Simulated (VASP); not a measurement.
Wanted: the native input for a VASP 6.6.1 run.

```yaml
Task: relaxation of cell and atoms
Functional: LDA
Potentials_or_basis: VASP PAW LDA potentials, release 64 (Al, Ni)
Cutoff: 600 eV
k_mesh: 14 × 14 × 14
Occupations: gaussian, width 0.1 eV
Spin: no spin polarisation
Dipole_correction: no
Further_INCAR_settings: ALGO = Normal; EDIFF = 1e-07; IBRION = 2; EDIFFG = -0.002; NSW = 100; ISIF = 3
```

The structure of AlNi lies in POSCAR:

```
AlNi
1.0
    2.8597112900      0.0000000000      0.0000000000
    0.0000000000      2.8597112900      0.0000000000
    0.0000000000      0.0000000000      2.8597112900
Al Ni
1 1
Direct
    0.5000000000      0.5000000000      0.5000000000
    0.0000000000      0.0000000000      0.0000000000
```

These files were run (other wordings do the same):

INCAR

```
PREC     = Accurate       # precision mode
ENCUT    = 600            # plane-wave cutoff, eV
EDIFF    = 1E-7           # SCF threshold, eV
ISMEAR   = 0              # smearing method
SIGMA    = 0.1            # smearing width, eV
LREAL    = False          # projectors in reciprocal space
LASPH    = True           # aspherical terms in the spheres
NELM     = 120            # most SCF steps
ALGO     = Normal         # electronic algorithm
ISIF     = 3              # what is computed and relaxed
LWAVE    = False          # write WAVECAR
LCHARG   = False          # write CHGCAR
GGA      = CA             # functional
IBRION   = 2              # ionic algorithm
NSW      = 100            # ionic steps
EDIFFG   = -0.002         # ionic threshold
GGA_COMPAT= False        
NELMIN   = 4
```

KPOINTS

```
Automatic mesh
0
Gamma
  14 14 14
```

Potentials or basis: VASP PAW LDA potentials, release 64 (Al, Ni).

The run is started by

```bash
$ cat potpaw_LDA.64/Al/POTCAR potpaw_LDA.64/Ni/POTCAR > POTCAR
$ mpirun -np 1 vasp_std > vasp.out
```

It gave:

The relaxed volume is 11.38 Å³/atom, the relaxed cell is a = 2.834 Å, b = 2.834 Å, c = 2.834 Å, α = 90.00°, β = 90.00°, γ = 90.00° and the space group after relaxing (to 0.1 Å) is Pm-3m (No. 221). The energy gained by relaxing is 4.7 meV/atom, the ionic steps are 6 and the pressure after relaxing is 0.0 GPa. The band gap on the k mesh is zero (an odd number of electrons rules out a gap without spin polarisation).

Wall time 91 s on 1 thread of Intel Xeon 8259CL, on a shared host, peak memory 0.17 GiB.
